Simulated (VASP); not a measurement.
# AlNi (Cm) in VASP: a series of runs, part 2 of 2

VASP 6.6.1.

## (4) Single point, PBE

This run uses another cell than the first one, of 14.89 Å³/atom.

The input, INCAR:

```
SYSTEM = AlNi
PREC = Accurate
ENCUT = 520
EDIFF = 1E-6
ISMEAR = 0
SIGMA = 0.15
LREAL = .FALSE.
LASPH = .TRUE.
NELM = 100
ALGO = Fast
ISIF = 2
LWAVE = .FALSE.
LCHARG = .FALSE.
GGA = PE
NBANDS = 28
```

The input, KPOINTS:

```
Automatic mesh
0
G
  15 15 5
  0 0 0
```

The input, POSCAR:

```
AlNi
1.0
    0.0000000000     -2.8927237813      0.0000000000
    0.0000000000      0.0000000000     -2.8927237813
   10.6781713440     -0.2410603151     -0.2410603151
Al Ni
3 3
Direct
    0.9492061242     -0.0507938758      0.6095265096
    0.9943562360     -0.0056437640      0.0677251677
    0.9717811801     -0.0282188199      0.3386258387
    0.4379185962      0.4379185962      0.7449768450
    0.4830687081      0.4830687081      0.2031755032
    0.4604936522      0.4604936522      0.4740761741
```

Potentials or basis: VASP PAW PBE potentials, release 64 (Al, Ni).

The run is started by

```
$ cat potpaw_PBE.64/Al/POTCAR potpaw_PBE.64/Ni/POTCAR > POTCAR
$ mpirun -np 1 vasp_std > vasp.out
```

OUTCAR:

```text
SYSTEM = AlNi
   PREC = Accurate
   ENCUT = 520
   EDIFF = 1E-6
   ISMEAR = 0
   LREAL = .FALSE.
   LASPH = .TRUE.
   NELM = 100
   ISIF = 2
   GGA = PE

 ion  position               nearest neighbor table
   1  0.949  0.949  0.610-   4 2.51   4 2.51   4 2.51   4 2.51   6 2.51   6 2.51   6 2.51   6 2.51
                             3 2.89
   2  0.994  0.994  0.068-   5 2.51   5 2.51   5 2.51   5 2.51   3 2.89
   3  0.972  0.972  0.339-   6 2.51   6 2.51   6 2.51   6 2.51   5 2.51   5 2.51   5 2.51   5 2.51
                             1 2.89   2 2.89
   4  0.438  0.438  0.745-   1 2.51   1 2.51   1 2.51   1 2.51   6 2.89
   5  0.483  0.483  0.203-   2 2.51   3 2.51   3 2.51   3 2.51   2 2.51   2 2.51   3 2.51   2 2.51
                             6 2.89
   6  0.460  0.460  0.474-   3 2.51   3 2.51   3 2.51   3 2.51   1 2.51   1 2.51   1 2.51   1 2.51
                             5 2.89   4 2.89

  LATTYP: Found a base centered monoclinic cell.
 ALAT       =     4.0909292037
 B/A-ratio  =     1.0000000000
 C/A-ratio  =     2.6115367380
 COS(beta)  =    -0.0319096921

  Lattice vectors:

 A1 = (   0.0000000000,   2.8927237813,   0.0000000000)
 A2 = (   0.0000000000,   0.0000000000,   2.8927237813)
 A3 = (  10.6781713440,  -0.2410603151,  -0.2410603151)

[... 189 lines left out ...]
 Fermi energy:         7.3015051662

 k-point     1 :       0.0000    0.0000    0.0000
  band No.  band energies     occupation
      1      -3.3315      2.00000
      2      -1.9995      2.00000
      3      -0.3306      2.00000
      4       2.2218      2.00000
      5       3.4920      2.00000
      6       4.1934      2.00000
[... 733 lines left out ...]
     27      13.0555      0.00000
     28      14.4291      0.00000

 [... further k-points ...]

------------------------ aborting loop because EDIFF is reached ----------------------------------------

  FORCE on cell =-STRESS in cart. coord.  units (eV):
  Direction    XX          YY          ZZ          XY          YZ          ZX
  --------------------------------------------------------------------------------------
  -------------------------------------------------------------------------------------
  Total       -3.1071733     -2.9030426     -2.9030426     -0.0210134      0.0002800     -0.0210134
  in kB      -55.7141160    -52.0538879    -52.0538879     -0.3767875      0.0050207     -0.3767873
  external PRESSURE =     -53.2739639 kB  Pullay stress =       0.0000000 kB

 VOLUME and BASIS-vectors are now :
 -----------------------------------------------------------------------------
  energy-cutoff  :      520.00
  volume of cell :       89.35
      direct lattice vectors                 reciprocal lattice vectors
     0.000000000 -2.892723781  0.000000000    -0.007804083 -0.345694949  0.000000000
     0.000000000  0.000000000 -2.892723781    -0.007804083  0.000000000 -0.345694949
    10.678171344 -0.241060315 -0.241060315     0.093648994  0.000000000  0.000000000

 POSITION                                       TOTAL-FORCE (eV/Angst)
 -----------------------------------------------------------------------------------
      6.50863     -2.89272     -2.89272         0.853942     -0.004264     -0.004264
      0.72318     -2.89272     -2.89272        -0.329339     -0.007733     -0.007733
      3.61590     -2.89272     -2.89272         0.102735      0.000726      0.000726
      7.95499     -1.44636     -1.44636        -0.068768      0.015198      0.015198
      2.16954     -1.44636     -1.44636        -0.391951     -0.003139     -0.003139
      5.06227     -1.44636     -1.44636        -0.166620     -0.000788     -0.000788
 -----------------------------------------------------------------------------------
    total drift:                                0.001446      0.000702      0.000702

  FREE ENERGIE OF THE ION-ELECTRON SYSTEM (eV)
  ---------------------------------------------------
  free  energy   TOTEN  =       -29.6043587724 eV

  energy  without entropy=      -29.5676930783  energy(sigma->0) =      -29.58602593
```

OSZICAR:

```text
N       E                     dE             d eps       ncg     rms          rms(c)
DAV:   1     0.217248744667E+03    0.21725E+03   -0.16283E+04 17024   0.149E+03
DAV:   2    -0.211026204211E+02   -0.23835E+03   -0.22805E+03 17048   0.305E+02
DAV:   3    -0.337981193294E+02   -0.12695E+02   -0.12308E+02 19432   0.921E+01
[... 11 lines left out ...]
RMM:  15    -0.296044631335E+02   -0.38401E-05   -0.76898E-04 21201   0.167E-01    0.160E-01
RMM:  16    -0.296043530579E+02    0.11008E-03   -0.42822E-04 20321   0.155E-01    0.315E-02
RMM:  17    -0.296043585039E+02   -0.54460E-05   -0.91547E-05 23085   0.628E-02    0.196E-02
RMM:  18    -0.296043588350E+02   -0.33105E-06   -0.20305E-05 17888   0.207E-02    0.102E-02
RMM:  19    -0.296043587724E+02    0.62515E-07   -0.25606E-06 13228   0.107E-02
   1 F= -.29604359E+02 E0= -.29586026E+02  d E =-.366657E-01
```

stdout:

```text
POSCAR found type information on POSCAR AlNi
 POSCAR found :  2 types and       6 ions
 scaLAPACK will be used
 LDA part: xc-table for (Slater+PW92), standard interpolation
 POSCAR, INCAR and KPOINTS ok, starting setup
 FFT: planning ... GRIDC
 FFT: planning ... GRID_SOFT
 FFT: planning ... GRID
 WAVECAR not read
 entering main loop
```

Run time: 9.8 min. Hardware: 1 thread of AMD EPYC 9R45 (Zen 5), shared host; peak memory 0.64 GiB.

What came out:

* Free energy: -29.6044 eV
* Pressure: -5.3 GPa
* Largest force: 0.854 eV/Å
* Band gap on the k mesh: zero (an odd number of electrons rules out a gap without spin polarisation)

Forces in eV/Å, atoms in the order of the input:
```
Al   0.854 -0.004 -0.004
Al  -0.329 -0.008 -0.008
Al   0.103  0.001  0.001
Ni  -0.069  0.015  0.015
Ni  -0.392 -0.003 -0.003
Ni  -0.167 -0.001 -0.001
```

Stress tensor (GPa, compression positive):
```
-5.57 -0.04 -0.04
-0.04 -5.21  0.00
-0.04  0.00 -5.21
```

Levels at points of the mesh, in eV from the Fermi level:
```csv
k point,band 17,band 18,band 19,band 20,band 21,band 22
"(0.00, 0.00, 0.00)",-0.91,-0.91,-0.57,-0.39,2.89,3.48
```

Caveat: the cell stands under tension. Spin polarisation is off, so any magnetic state and its effect on volume and gap are missing.

## (5) The runs side by side

```csv
cell,further INCAR settings,gap on the mesh (eV),pressure (GPa),largest force (eV/Å)
"a = 2.893, b = 2.893, c = 9.004 Å, angles 86.9, 86.9, 90.0°, 6 atoms",ALGO = Fast; EDIFF = 1e-07; NBANDS = 28,none,-1.0,1.33
"a = 2.893, b = 2.893, c = 9.139 Å, angles 82.4, 82.4, 90.0°, 6 atoms",ALGO = Fast; EDIFF = 1e-06; NBANDS = 28,none,11.2,10.50
"a = 2.893, b = 2.893, c = 10.684 Å, angles 88.7, 88.7, 90.0°, 6 atoms",ALGO = Fast; EDIFF = 1e-06; NBANDS = 28,none,-5.3,0.85
```

Alike in all rows: task single point; level PBE; potentials or basis VASP PAW PBE potentials, release 64 (Al, Ni); no spin polarisation; k mesh 15 × 15 × 5; cutoff (eV) 520; smearing gaussian 0.15 eV.

Caveats: forces of over 1 eV/Å act on the atoms, so gaps and moduli don't describe the material at rest (at least some runs); the cell stands under pressure (at least some runs); the cell stands under tension (at least some runs).

Total energies depend on the potentials used, so only differences within one code and one set of settings carry meaning.
